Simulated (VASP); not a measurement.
# GaP (I-4m2) in VASP: further runs, part 2 of 2

VASP 6.6.1. The steps go on from the part before.

**5. Electric field gradients, LDA (equal xx and yy strain of -1 %)**

INCAR

```
SYSTEM = GaP
  ALGO = Normal
  EDIFF = 1E-8
  ENCUT = 520
  ISIF = 2
  ISMEAR = -1
  LASPH = .TRUE.
  LCHARG = .FALSE.
  LEFG = .TRUE.
  LREAL = .FALSE.
  LWAVE = .FALSE.
  NBANDS = 16
  NELM = 100
  PREC = Accurate
  SIGMA = 0.05
```

KPOINTS

```
k-points
0
G
  10 10 10
  0 0 0
```

POSCAR

```
GaP
1.0
    0.0000000000      2.6979975000      2.7252500000
    2.6979975000      0.0000000000      2.7252500000
    2.6979975000      2.6979975000      0.0000000000
Ga P
1 1
Direct
    0.0000000000      0.0000000000      0.0000000000
    0.7500000000      0.7500000000      0.7500000000
```

Potentials or basis: VASP PAW LDA potentials, release 64 (Ga_d, P).

Run with:

```bash
> cat potpaw_LDA.64/Ga_d/POTCAR potpaw_LDA.64/P/POTCAR > POTCAR
> mpirun -np 1 vasp_std > vasp.out
```

OUTCAR:

```text
SYSTEM = GaP
   EDIFF = 1E-8
   ENCUT = 520
   ISIF = 2
   ISMEAR = -1
   LASPH = .TRUE.
   LREAL = .FALSE.
   NELM = 100
   PREC = Accurate

 ion  position               nearest neighbor table
   1  0.000  0.000  0.000-   2 2.34   2 2.34   2 2.34   2 2.34
   2  0.750  0.750  0.750-   1 2.34   1 2.34   1 2.34   1 2.34

  LATTYP: Found a body centered tetragonal cell.
 ALAT       =     3.8155446557
 C/A-ratio  =     1.4284985479

  Lattice vectors:

 A1 = (  -2.6979975000,   0.0000000000,   2.7252500000)
 A2 = (   2.6979975000,   0.0000000000,   2.7252500000)
 A3 = (   0.0000000000,   2.6979975000,  -2.7252500000)

Analysis of symmetry for initial positions (statically):
=====================================================================
 Subroutine PRICEL returns:
 Original cell was already a primitive cell.

 Routine SETGRP: Setting up the symmetry group for a
 body centered tetragonal supercell.

 Subroutine GETGRP returns: Found  8 space group operations
 (whereof  8 operations were pure point group operations)
 out of a pool of 16 trial point group operations.

The static configuration has the point symmetry D_2d.

Analysis of symmetry for dynamics (positions and initial velocities):
=====================================================================
 Subroutine PRICEL returns:
 Original cell was already a primitive cell.

 Routine SETGRP: Setting up the symmetry group for a
 body centered tetragonal supercell.

 Subroutine GETGRP returns: Found  8 space group operations
 (whereof  8 operations were pure point group operations)
 out of a pool of 16 trial point group operations.
[... 159 lines left out ...]
      2     -10.0259      2.00000
      3     -10.0259      2.00000
      4      -9.9231      2.00000
      5      -9.9221      2.00000
      6      -7.9487      2.00000
[... 433 lines left out ...]
      3      -9.9740      2.00000
      4      -9.9475      2.00000
      5      -9.9064      2.00000
      6      -5.9250      2.00000
[... 8 lines left out ...]
     15      16.5893      0.00000
     16      18.4205      0.00000

 [... further k-points ...]

------------------------ aborting loop because EDIFF is reached ----------------------------------------

  FORCE on cell =-STRESS in cart. coord.  units (eV):
  Direction    XX          YY          ZZ          XY          YZ          ZX
  --------------------------------------------------------------------------------------
  -------------------------------------------------------------------------------------
  Total       -0.1826046     -0.1826046     -0.3804374      0.0000000      0.0000000      0.0000000
  in kB       -7.3739962     -7.3739962    -15.3629411      0.0000000      0.0000000      0.0000000
  external PRESSURE =     -10.0369778 kB  Pullay stress =       0.0000000 kB

 VOLUME and BASIS-vectors are now :
 -----------------------------------------------------------------------------
  energy-cutoff  :      520.00
  volume of cell :       39.68
      direct lattice vectors                 reciprocal lattice vectors
     0.000000000  2.697997500  2.725250000    -0.185322633  0.185322633  0.183469406
     2.697997500  0.000000000  2.725250000     0.185322633 -0.185322633  0.183469406
     2.697997500  2.697997500  0.000000000     0.185322633  0.185322633 -0.183469406

 POSITION                                       TOTAL-FORCE (eV/Angst)
 -----------------------------------------------------------------------------------
      0.00000      0.00000      0.00000        -0.000000     -0.000000      0.000000
      4.04700      4.04700      4.08788         0.000000      0.000000      0.000000
 -----------------------------------------------------------------------------------
    total drift:                                0.000001      0.000001      0.000007

  FREE ENERGIE OF THE ION-ELECTRON SYSTEM (eV)
  ---------------------------------------------------
  free  energy   TOTEN  =       -10.4510798899 eV

  energy  without entropy=      -10.4510798758  energy(sigma->0) =      -10.45107988

 Electric field gradients (V/A^2)
---------------------------------------------------------------------
 ion       V_xx      V_yy      V_zz      V_xy      V_xz      V_yz
---------------------------------------------------------------------
   1       0.868     0.868    -1.735     0.005    -0.003    -0.003
   2      -0.618    -0.618     1.237     0.000    -0.000    -0.000
---------------------------------------------------------------------

 Electric field gradients after diagonalization (V/A^2)
 (convention: |V_zz| > |V_xx| > |V_yy|)
----------------------------------------------------------------------
 ion       V_xx      V_yy      V_zz     asymmetry (V_yy - V_xx)/ V_zz
----------------------------------------------------------------------
   1       0.873     0.862    -1.735       0.006
   2      -0.619    -0.618     1.237       0.001
----------------------------------------------------------------------

           NMR quadrupolar parameters

 Cq : quadrupolar parameter    Cq=e*Q*V_zz/h
 eta: asymmetry parameters     (V_yy - V_xx)/ V_zz
 Q  : nuclear electric quadrupole moment in mb (millibarn)
----------------------------------------------------------------------
 ion       Cq(MHz)       eta       Q (mb)
----------------------------------------------------------------------
   1      -0.004       0.006       1.000
   2       0.003       0.001       1.000
----------------------------------------------------------------------
```

OSZICAR:

```text
N       E                     dE             d eps       ncg     rms          rms(c)
DAV:   1     0.801803543773E+02    0.80180E+02   -0.90671E+03  3408   0.163E+03
DAV:   2    -0.449016829174E+01   -0.84671E+02   -0.80460E+02  3800   0.315E+02
DAV:   3    -0.106775821759E+02   -0.61874E+01   -0.61670E+01  4080   0.654E+01
DAV:   4    -0.107767573594E+02   -0.99175E-01   -0.99155E-01  4136   0.896E+00
DAV:   5    -0.107786658924E+02   -0.19085E-02   -0.19084E-02  4208   0.109E+00    0.442E+00
DAV:   6    -0.105049250746E+02    0.27374E+00   -0.36333E-01  5072   0.105E+01    0.285E+00
DAV:   7    -0.104558442458E+02    0.49081E-01   -0.86342E-02  4544   0.206E+00    0.106E+00
DAV:   8    -0.104511130966E+02    0.47311E-02   -0.11464E-02  3808   0.118E+00    0.200E-01
DAV:   9    -0.104510743598E+02    0.38737E-04   -0.10066E-03  4896   0.409E-01    0.638E-02
DAV:  10    -0.104510739514E+02    0.40843E-06   -0.54050E-05  4776   0.852E-02    0.272E-02
DAV:  11    -0.104510801737E+02   -0.62223E-05   -0.93764E-06  4208   0.451E-02    0.805E-03
DAV:  12    -0.104510799280E+02    0.24568E-06   -0.56178E-07  4192   0.791E-03    0.561E-03
DAV:  13    -0.104510798890E+02    0.38989E-07   -0.23468E-07  4432   0.463E-03    0.912E-04
DAV:  14    -0.104510798899E+02   -0.91950E-09   -0.10318E-08  2880   0.103E-03
   1 F= -.10451080E+02 E0= -.10451080E+02  d E =-.141194E-07
```

It took 1.9 min on 1 thread of Intel Xeon 8259CL, shared host; peak memory 0.19 GiB.

Results:

```yaml
Free_energy: -10.4511 eV
Pressure: -1.0 GPa
Band_gap_on_the_k_mesh: 1.37 eV (least direct gap 1.78 eV)
Largest_electric_field_gradient_by_atom: Ga -1.7; P +1.2 V/Å²
```

Stress tensor (GPa, compression positive):
```
-0.74  0.00  0.00
 0.00 -0.74  0.00
 0.00  0.00 -1.54
```

Electric field gradients, principal values (V/Å²):
| atom | least | middle | greatest (by size) |
| --- | --- | --- | --- |
| 1 Ga | 0.862 | 0.873 | -1.735 |
| 2 P | -0.618 | -0.619 | 1.237 |

Caveat: the cell differs from its parent crystal (equal xx and yy strain of -1 %); without QUAD_EFG the Cq values of the log hold for a quadrupole moment of 1 mb, not for the nuclei. A k mesh can miss the band edges.
